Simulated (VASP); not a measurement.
# AlCu3: single point with LDA

AlCu3:

```
Al Cu
1.0
     3.64896    0.00000    0.00000
     0.00000    3.64896    0.00000
     0.00000    0.00000    3.64896
Al Cu
1 3
Cartesian
  0.0000 0.0000 0.0000
  1.8245 1.7854 0.0000
  1.8245 0.0000 1.8245
  0.0000 1.8635 1.8245
```

```json
{
  "Program": "VASP 6.6.1",
  "Task": "single point",
  "Functional": "LDA",
  "Potentials or basis": "VASP PAW LDA potentials, release 64 (Al, Cu)",
  "Cutoff": "520 eV",
  "k mesh": "12 × 12 × 12",
  "Occupations": "gaussian, width 0.15 eV",
  "Spin": "no spin polarisation"
}
```

The pressure is -6.6 GPa and the largest force is 0.206 eV/Å. The band gap on the k mesh is zero (band 18 reaches 12.12 eV, above the bottom of band 19 at 6.62 eV).

Forces in eV/Å, atoms in the order of the input:
```
Al   0.000  0.000  0.000
Cu   0.000  0.206  0.000
Cu   0.000  0.000  0.000
Cu   0.000 -0.206  0.000
```

Levels at points of the mesh, in eV from the Fermi level:
```tsv
k point	band 16	band 17	band 18	band 19	band 20	band 21
(0.00, 0.00, 0.00)	-2.10	-0.25	-0.25	-0.24	4.36	4.37
(0.50, 0.00, 0.00)	-2.52	-2.10	3.73	3.76	3.90	3.91
(0.00, 0.50, 0.00)	-2.52	-2.11	3.75	3.75	3.91	3.91
(0.50, 0.50, 0.00)	-2.78	-2.37	-1.24	-1.24	6.24	6.42
(0.50, 0.00, 0.50)	-2.77	-2.37	-1.25	-1.25	6.28	6.43
(0.50, 0.50, 0.50)	-2.28	-2.27	-2.27	-1.36	1.22	1.71
```

Wall time 2.5 min on 1 thread of Intel(R) Xeon(R) Platinum 8488C (Sapphire Rapids), with other jobs on the host, peak memory 0.29 GiB.
